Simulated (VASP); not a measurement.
Input of a VASP 6.6.1 run:

Contents of INCAR:

```
  PREC = Accurate
  ENCUT = 600
  EDIFF = 1E-7
  ISMEAR = 0
  SIGMA = 0.1
  LREAL = F
  LASPH = T
  NELM = 150
  ALGO = Fast
  ISIF = 3
  LWAVE = F
  LCHARG = F
  ISPIN = 2
  MAGMOM = 1.8 1.8
  LORBIT = 11
  LMAXMIX = 4
  GGA = PS
  IBRION = 2
  NSW = 80
  EDIFFG = -0.01
```

File KPOINTS:

```
regular mesh
0
Gamma
  18 18 10
```

POSCAR

```
Co
1.0
    2.4432292639      0.0000000000      0.0000000000
   -1.2216146320      2.1158986098      0.0000000000
    0.0000000000      0.0000000000      3.9901792929
Co
2
Direct
    0.3333333333      0.6666666667      0.2500000000
    0.6666666667      0.3333333333      0.7500000000
```

Potentials or basis: VASP PAW PBE potentials, release 64 (Co).

Launch:

```sh
$ cat potpaw_PBE.64/Co/POTCAR > POTCAR
$ mpirun -np 1 vasp_std > vasp.out
```

Question: Estimate the net moment.

Answer: 3.13 μB per cell.

Question: Estimate the space group after relaxing (to 0.1 Å).

Answer: P6_3/mmc (No. 194).

Question: Predict the site moments.

Answer: Co +1.57 μB.

The path:
| step | energy change (eV) | largest force (eV/Å) | pressure (GPa) | volume (Å³) |
| --- | --- | --- | --- | --- |
| 1 | 0.0000 | 0.0000 | 0.47 | 20.63 |
| 2 | -0.0017 | 0.0000 | -0.67 | 20.72 |
| 3 | -0.0018 | 0.0000 | -0.53 | 20.70 |
| 4 | -0.0018 | 0.0000 | 0.57 | 20.61 |
| 5 | -0.0018 | 0.0000 | 0.02 | 20.66 |

Caveat: the PAW data sets were made with another functional, which shifts forces and pressure a little.
